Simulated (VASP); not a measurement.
# Re (I4/mmm) in VASP: further runs

The runs below take Re through single point, with PBE.

Everything below comes from runs of VASP 6.6.1. Logs are shortened: lines on timing, memory, paths and dates and some standing lists are left out, and cuts for length are marked.

## 1. The cell of the first run

It takes space group I4/mmm (No. 139, tetragonal). The conventional cell has a = 2.917 Å, b = 2.917 Å, c = 3.358 Å, α = 90.00°, β = 90.00°, γ = 90.00°. Re (site symmetry 4/mmm) has 14 Re at 2.66 to 3.36 Å within 3.5 Å.

## 2. Single point, PBE (14.29 Å³/atom)

Contents of INCAR:

```
PREC     = Accurate       # precision mode
ENCUT    = 560            # plane-wave cutoff, eV
EDIFF    = 1E-6           # SCF threshold, eV
ISMEAR   = 0              # smearing method
SIGMA    = 0.15           # smearing width, eV
LREAL    = False          # projectors in reciprocal space
LASPH    = True           # aspherical terms in the spheres
NELM     = 120            # most SCF steps
ALGO     = Normal         # electronic algorithm
ISIF     = 2              # what is computed and relaxed
LWAVE    = False          # write WAVECAR
LCHARG   = False          # write CHGCAR
GGA      = PE             # functional
NBANDS   = 14             # bands
GGA_COMPAT= False
```

Contents of KPOINTS:

```
Automatic mesh
0
Gamma
  10 10 10
```

Contents of POSCAR:

```
Re
1.0
    0.0000000000      2.0627022099      1.6788333287
    2.0627022099      0.0000000000      1.6788333287
    2.0627022099      2.0627022099      0.0000000000
Re
1
Direct
    0.0000000000      0.0000000000      0.0000000000
```

Potentials or basis: VASP PAW PBE potentials, release 64 (Re_sv_GW).

The run is started by

```sh
$ cat potpaw_PBE.64/Re_sv_GW/POTCAR > POTCAR
$ mpirun -np 1 vasp_std > vasp.out
```

OUTCAR:

```text
PREC = Accurate
   ENCUT = 560
   EDIFF = 1E-6
   ISMEAR = 0
   LREAL = False
   LASPH = True
   NELM = 120
   ISIF = 2
   GGA = PE

 ion  position               nearest neighbor table
   1  0.000  0.000  0.000-

  LATTYP: Found a body centered tetragonal cell.
 ALAT       =     2.9171014404
 C/A-ratio  =     1.1510284185

  Lattice vectors:

 A1 = (   0.0000000000,  -2.0627022099,  -1.6788333287)
 A2 = (   0.0000000000,   2.0627022099,  -1.6788333287)
 A3 = (   2.0627022099,   0.0000000000,   1.6788333287)

Analysis of symmetry for initial positions (statically):
=====================================================================
 Subroutine PRICEL returns:
 Original cell was already a primitive cell.

 Routine SETGRP: Setting up the symmetry group for a
 body centered tetragonal supercell.

 Subroutine GETGRP returns: Found 16 space group operations
 (whereof 16 operations were pure point group operations)
 out of a pool of 16 trial point group operations.

The static configuration has the point symmetry D_4h.

Analysis of symmetry for dynamics (positions and initial velocities):
=====================================================================
 Subroutine PRICEL returns:
 Original cell was already a primitive cell.

 Routine SETGRP: Setting up the symmetry group for a
 body centered tetragonal supercell.

 Subroutine GETGRP returns: Found 16 space group operations
 (whereof 16 operations were pure point group operations)
 out of a pool of 16 trial point group operations.

The dynamic configuration has the point symmetry D_4h.

 Subroutine INISYM returns: Found 16 space group operations
 (whereof 16 operations are pure point group operations),
 and found     1 'primitive' translations

----------------------------------------------------------------------------------------

                                     Primitive cell

  volume of cell :      14.2860

  direct lattice vectors                    reciprocal lattice vectors
     0.000000000  2.062702210  1.678833329    -0.242400477  0.242400477  0.297825872
     2.062702210  0.000000000  1.678833329     0.242400477 -0.242400477  0.297825872
     2.062702210  2.062702210  0.000000000     0.242400477  0.242400477 -0.297825872

  length of vectors
     2.659552923  2.659552923  2.917101440     0.454110375  0.454110375  0.454110375

  position of ions in fractional coordinates (direct lattice)
     0.000000000  0.000000000  0.000000000
[... 84 lines left out ...]
   POTIM  = 0.5000    time-step for ionic-motion
   TEBEG  =    0.0;   TEEND  =   0.0 temperature during run
   PSTRESS=    0.0 pullay stress
   NELECT =      15.0000    total number of electrons
   NUPDOWN=      -1.0000    fix difference up-down
   EMIN   =  10.00;   EMAX   =-10.00  energy-range for DOS
   EFERMI =   0.00;   METHOD = LEGACY
   ISMEAR =     0;   SIGMA  =   0.15  broadening in eV -4-tet -1-fermi 0-gaus
   EFERMI_NEDOS =   21; number of points for ismear=-14 and -15
   IALGO  =     38    algorithm
   IMIX   =      4    mixing-type and parameters
     AMIX     =   0.40;   BMIX     =  1.00
     AMIX_MAG =   1.60;   BMIX_MAG =  1.00
  volume/ion in A,a.u.               =      14.29        96.41
  Fermi-wavevector in a.u.,A,eV,Ry     =   1.663930  3.144372 37.669945  2.768663
  Thomas-Fermi vector in A             =   2.750562
   LORBIT       =      0    0 simple, 1 ext, 2 COOP (PROOUT), +10 PAW based schemes
   GGA     = PE    functional components
   LHFCALC =     F    Hartree Fock is set to
   AEXX    =    0.0000 exact exchange contribution
   IVDW    =     0    specifies the selected vdW correction
   LEPSILON=     F    determine dielectric tensor
   LRPA    =     F    only Hartree local field effects (RPA)
 non-spin polarized calculation
 Gauss-broadening in eV      SIGMA  =   0.15
  energy-cutoff  :      560.00
  volume of cell :       14.29
 maximum number of plane-waves:       442
 NGX is ok and might be reduce to    24
   NGX = 11   NGY = 11   NGZ = 11

 number of electron      14.9999999 magnetization

 Free energy of the ion-electron system (eV)
  ---------------------------------------------------
  ext. energy  EPLUGINS =         0.00000000
  ---------------------------------------------------
  free energy    TOTEN  =       -13.73073579 eV

  energy without entropy =      -13.71399113  energy(sigma->0) =      -13.72236346

 E-fermi :  14.1524     XC(G=0): -14.4048

 val. band max:       14.1383857507   @ k =  -0.4000   0.3000   0.1000
 cond. band min:      14.1532498158   @ k =   0.1000   0.0000   0.1000
 fundamental gap:      0.0148640652
 Fermi energy:        14.1524067215

 k-point     1 :       0.0000    0.0000    0.0000
  band No.  band energies     occupation
      1     -66.3283      2.00000
      2     -27.5271      2.00000
      3     -27.4729      2.00000
      4     -27.4729      2.00000
      5       3.5090      2.00000
      6      11.3385      2.00000
      7      11.3385      2.00000
      8      13.0595      2.00000
      9      13.9799      1.89612
     10      16.1182      0.00000
     11      27.6547      0.00000
     12      30.3073      0.00000
     13      30.3073      0.00000
     14      38.9624      0.00000
[... 377 lines left out ...]
      1     -66.1401      2.00000
      2     -28.5589      2.00000
      3     -28.0896      2.00000
      4     -28.0643      2.00000
      5       7.9851      2.00000
      6       8.4488      2.00000
      7      14.0910      1.43707
      8      14.3803      0.03163
      9      17.4865      0.00000
     10      17.5541      0.00000
     11      27.6857      0.00000
     12      29.1373      0.00000
     13      32.8229      0.00000
     14      36.9873      0.00000

 [... further k-points ...]

------------------------ aborting loop because EDIFF is reached ----------------------------------------

  FORCE on cell =-STRESS in cart. coord.  units (eV):
  Direction    XX          YY          ZZ          XY          YZ          ZX
  --------------------------------------------------------------------------------------
  -------------------------------------------------------------------------------------
  Total        1.3951807      1.3951807      2.9308561      0.0000000      0.0000000      0.0000000
  in kB      156.4697493    156.4697493    328.6960081      0.0000000      0.0000000      0.0000000
  external PRESSURE =     213.8785022 kB  Pullay stress =       0.0000000 kB

 VOLUME and BASIS-vectors are now :
 -----------------------------------------------------------------------------
  energy-cutoff  :      560.00
  volume of cell :       14.29
      direct lattice vectors                 reciprocal lattice vectors
     0.000000000  2.062702210  1.678833329    -0.242400477  0.242400477  0.297825872
     2.062702210  0.000000000  1.678833329     0.242400477 -0.242400477  0.297825872
     2.062702210  2.062702210  0.000000000     0.242400477  0.242400477 -0.297825872

 POSITION                                       TOTAL-FORCE (eV/Angst)
 -----------------------------------------------------------------------------------
      0.00000      0.00000      0.00000         0.000000      0.000000      0.000000
 -----------------------------------------------------------------------------------
    total drift:                                0.000000      0.000000     -0.000000

  FREE ENERGIE OF THE ION-ELECTRON SYSTEM (eV)
  ---------------------------------------------------
  free  energy   TOTEN  =       -13.7307357935 eV

  energy  without entropy=      -13.7139911266  energy(sigma->0) =      -13.72236346
```

OSZICAR:

```text
N       E                     dE             d eps       ncg     rms          rms(c)
DAV:   1     0.874379586762E+02    0.87438E+02   -0.10164E+04  2904   0.117E+03
DAV:   2    -0.128821862060E+02   -0.10032E+03   -0.94847E+02  3690   0.317E+02
DAV:   3    -0.146900202109E+02   -0.18078E+01   -0.18017E+01  3192   0.386E+01
DAV:   4    -0.146934309707E+02   -0.34108E-02   -0.34107E-02  3450   0.218E+00
DAV:   5    -0.146934432354E+02   -0.12265E-04   -0.12264E-04  3210   0.110E-01    0.109E+02
DAV:   6    -0.138779494279E+02    0.81549E+00   -0.77701E-01  2976   0.898E+00    0.597E+01
DAV:   7    -0.137490778807E+02    0.12887E+00   -0.54658E-01  3186   0.726E+00    0.112E+01
DAV:   8    -0.137308142388E+02    0.18264E-01   -0.56943E-02  2946   0.252E+00    0.102E+00
DAV:   9    -0.137307262284E+02    0.88010E-04   -0.21898E-03  3210   0.636E-01    0.660E-01
DAV:  10    -0.137307341831E+02   -0.79547E-05   -0.30632E-05  3402   0.595E-02    0.259E-01
DAV:  11    -0.137307360060E+02   -0.18229E-05   -0.24007E-06  3024   0.175E-02    0.790E-02
DAV:  12    -0.137307357935E+02    0.21246E-06   -0.33092E-07  1656   0.617E-03
   1 F= -.13730736E+02 E0= -.13722363E+02  d E =-.167447E-01
```

Run time: 11 s. Hardware: 1 thread of Intel Xeon Platinum 8488C (Sapphire Rapids), shared host; peak memory 0.16 GiB.

Results:

```yaml
Free_energy: -13.7307 eV
Pressure: 21.4 GPa
Band_gap_on_the_k_mesh: zero (an odd number of electrons rules out a gap without spin polarisation)
```

Stress tensor (GPa, compression positive):
```
15.65  0.00  0.00
 0.00 15.65  0.00
 0.00  0.00 32.87
```

Caveat: the stress differs along the axes, from 16 to 33 GPa; spin-orbit coupling is left out, which moves the levels of the heavy elements.

## 3. Single point, PBE (14.05 Å³/atom)

This run uses another cell than the first one, of 14.05 Å³/atom.

Contents of INCAR:

```
SYSTEM = Re
ALGO     = Normal         ! electronic algorithm
EDIFF    = 1E-6           ! SCF threshold, eV
ENCUT    = 560            ! plane-wave cutoff, eV
GGA      = PE             ! functional
GGA_COMPAT= .False.      
ISIF     = 2              ! what is computed and relaxed
ISMEAR   = 0              ! smearing method
LASPH    = .True.         ! aspherical terms in the spheres
LCHARG   = .True.         ! write CHGCAR
LELF     = .True.         ! ELF
LREAL    = .False.        ! projectors in reciprocal space
LVHAR    = .True.       
LWAVE    = .False.        ! write WAVECAR
NBANDS   = 14             ! bands
NELM     = 120            ! most SCF steps
PREC     = Accurate       ! precision mode
SIGMA    = 0.15           ! smearing width, eV
```

Contents of KPOINTS:

```
k-points
0
Gamma
  10 10 10
  0 0 0
```

Contents of POSCAR:

```
Re
1.0
    0.0000000000      2.0510860143      1.6693789070
    2.0510860143      0.0000000000      1.6693789070
    2.0510860143      2.0510860143      0.0000000000
Re
1
Direct
    0.0000000000      0.0000000000      0.0000000000
```

Potentials or basis: VASP PAW PBE potentials, release 64 (Re_sv_GW).

The run is started by

```sh
$ cat potpaw_PBE.64/Re_sv_GW/POTCAR > POTCAR
$ mpirun -np 1 vasp_std > vasp.out
```

It took 8.6 s on 1 thread of Intel Xeon 6975P-C (Granite Rapids), shared host; peak memory 0.15 GiB.

It converged, with:

```
Free energy            : -13.6905 eV
Pressure               : 29.3 GPa
Band gap on the k mesh : zero (an odd number of electrons rules out a gap without spin polarisation)
```

Stress tensor (GPa, compression positive):
```
23.48  0.00  0.00
 0.00 23.48  0.00
 0.00  0.00 41.06
```

Levels at points of the mesh, in eV from the Fermi level:
| k point | band 4 | band 5 | band 6 | band 7 | band 8 | band 9 | band 10 | band 11 |
| --- | --- | --- | --- | --- | --- | --- | --- | --- |
| (0.00, 0.00, 0.00) | -41.60 | -10.76 | -2.88 | -2.88 | -1.12 | -0.18 | 2.01 | 13.50 |
| (0.50, 0.00, 0.00) | -41.64 | -7.55 | -4.15 | -0.51 | 0.12 | 2.59 | 4.86 | 10.75 |
| (0.50, 0.50, 0.00) | -42.43 | -7.46 | -7.01 | 3.89 | 4.47 | 4.47 | 5.99 | 9.92 |
| (0.50, 0.00, 0.50) | -41.75 | -7.60 | -6.03 | 1.30 | 2.70 | 3.04 | 5.43 | 11.66 |

Caveat: the stress differs along the axes, from 23 to 41 GPa; spin-orbit coupling is left out, which moves the levels of the heavy elements.

## 4. Single point, PBE (13.81 Å³/atom)

This run uses another cell than the first one, of 13.81 Å³/atom.

Contents of INCAR:

```
PREC = Accurate
ENCUT = 560
EDIFF = 1E-6
ISMEAR = 0
SIGMA = 0.15
LREAL = F
LASPH = T
NELM = 120
ALGO = Normal
ISIF = 2
LWAVE = F
LCHARG = F
GGA = PE
NBANDS = 14
GGA_COMPAT = F
```

Contents of KPOINTS:

```
Automatic mesh
0
Gamma
  10 10 10
```

Contents of POSCAR:

```
Re
1.0
    0.0000000000      2.0746879912      1.6037338172
    2.0746879912      0.0000000000      1.6037338172
    2.0746879912      2.0746879912      0.0000000000
Re
1
Direct
    0.0000000000      0.0000000000      0.0000000000
```

The run is started by

```sh
$ cat potpaw_PBE.64/Re_sv_GW/POTCAR > POTCAR
$ mpirun -np 1 vasp_std > vasp.out
```

It took 14 s on 1 thread of Intel Xeon Platinum 8559C (Emerald Rapids), shared host; peak memory 0.15 GiB.

The run converged. Its results:

* Free energy: -13.6105 eV
* Pressure: 37.6 GPa
* Band gap on the k mesh: zero (an odd number of electrons rules out a gap without spin polarisation)

Stress tensor (GPa, compression positive):
```
37.10  0.00  0.00
 0.00 37.10  0.00
 0.00  0.00 38.49
```

Levels at points of the mesh, in eV from the Fermi level:
| k point | band 4 | band 5 | band 6 | band 7 | band 8 | band 9 | band 10 | band 11 |
| --- | --- | --- | --- | --- | --- | --- | --- | --- |
| (0.00, 0.00, 0.00) | -41.74 | -11.06 | -3.05 | -3.05 | -1.85 | 0.17 | 1.69 | 13.79 |
| (0.50, 0.00, 0.00) | -41.78 | -7.88 | -4.75 | -0.05 | 0.08 | 2.19 | 5.03 | 11.02 |
| (0.50, 0.50, 0.00) | -42.70 | -7.76 | -7.45 | 3.94 | 4.32 | 4.32 | 6.85 | 9.37 |
| (0.50, 0.00, 0.50) | -41.84 | -7.92 | -6.00 | 0.86 | 2.04 | 2.58 | 5.38 | 11.54 |

Caveat: the cell stands under pressure; spin-orbit coupling is left out, which moves the levels of the heavy elements.

## 5. Overview

```tsv
cell	gap on the mesh (eV)	pressure (GPa)
a = 2.660, b = 2.660, c = 2.917 Å, angles 56.7, 56.7, 66.5°, 1 atom	none	21.4
a = 2.645, b = 2.645, c = 2.901 Å, angles 56.7, 56.7, 66.5°, 1 atom	none	29.3
a = 2.622, b = 2.622, c = 2.934 Å, angles 56.0, 56.0, 68.0°, 1 atom	none	37.6
```

Alike in all rows: task single point; level PBE; potentials or basis VASP PAW PBE potentials, release 64 (Re_sv_GW); no spin polarisation; k mesh 10 × 10 × 10; cutoff (eV) 560; smearing gaussian 0.15 eV.

Caveats: spin-orbit coupling is left out, which moves the levels of the heavy elements; the stress differs along the axes, from 16 to 33 GPa (at least some runs); the stress differs along the axes, from 23 to 41 GPa (at least some runs); the cell stands under pressure (at least some runs).

Total energies depend on the potentials used, so only differences within one code and one set of settings carry meaning.

The gap in the log of VASP goes by the Fermi energy; the results here count the filled bands.